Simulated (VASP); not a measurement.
A run of VASP 6.6.1:

INCAR

```
SYSTEM = MgBe2SeO2
  ALGO = Normal
  EDIFF = 1E-6
  ENCUT = 520
  GGA = PE
  ISIF = 2
  ISMEAR = 0
  ISPIN = 2
  LASPH = .TRUE.
  LCHARG = .TRUE.
  LELF = .TRUE.
  LORBIT = 11
  LREAL = .FALSE.
  LVHAR = .TRUE.
  LWAVE = .FALSE.
  MAGMOM = 0 0 0 0 1 1
  NBANDS = 25
  NELM = 150
  PREC = Accurate
  SIGMA = 0.1
```

File KPOINTS:

```
k-points
0
G
  4 4 6
  0 0 0
```

Contents of POSCAR:

```
MgBe2SeO2
1.0
    2.6509164900     -4.5897855200      0.0000000000
    2.6509164900      4.5897855200      0.0000000000
    0.0000000000      0.0000000000      3.0075841500
Mg Be Se O
1 2 1 2
Direct
    0.5000000000      0.5000000000      0.0000000000
    0.1669560000      0.8330440000      0.0000000000
    0.8330440000      0.1669560000      0.0000000000
    0.0000000000      0.0000000000      0.5000000000
    0.0000000000      0.5000000000      0.5000000000
    0.5000000000      0.0000000000      0.5000000000
```

Potentials or basis: VASP PAW PBE potentials, release 64 (Mg, Be, Se, O).

Launch:

```console
$ cat potpaw_PBE.64/Mg/POTCAR potpaw_PBE.64/Be/POTCAR potpaw_PBE.64/Se/POTCAR potpaw_PBE.64/O/POTCAR > POTCAR
$ mpirun -np 1 vasp_std > vasp.out
```

Hardware: 1 thread of Intel(R) Xeon(R) Platinum 8375C CPU @ 2.90GHz (Ice Lake) (shared host).

Q: Estimate the wall time of this run.

A: It took 86 s on 1 thread of Intel(R) Xeon(R) Platinum 8375C CPU @ 2.90GHz (Ice Lake), with other jobs on the host, peak memory 0.27 GiB. Counts: scf iterations 14, k points 28.
